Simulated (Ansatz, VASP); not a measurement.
CaSe: VASP beside Ansatz

```
Ca Se
1.0
     0.00000    3.34388    3.34388
     3.34388    0.00000    3.34388
     3.34388    3.34388    0.00000
Ca Se
1 1
Direct
  0.00000 0.00000 0.00000
  0.25000 0.25000 0.25000
```

Alike in both runs: task single point; functional r2SCAN; k mesh 6 × 6 × 6; no spin polarisation.

```csv
,VASP,Ansatz
version,VASP 6.6.1,Ansatz 0.2.0
potentials or method,"VASP PAW PBE potentials, release 64 (Ca_sv, Se)","plane waves, PAW"
plane-wave cutoff (eV),520,500
occupations,"gaussian, width 0.01 eV",fixed
valence electrons in the cell,16,26
```

VASP gave:

| Quantity | Value |
| --- | --- |
| gap on the k mesh at the Fermi level (eV) | 3.50 |
| pressure (GPa) | -1.7 |

Q: Estimate Ansatz's values.

A: gap on the k mesh at the Fermi level (eV): 3.51; pressure (GPa): -1.8.

VASP's potentials were made for PBE, not for r2SCAN. VASP's potentials hold 16 valence electrons a cell and Ansatz's 26, so a difference there can come from the potentials and not from the codes.
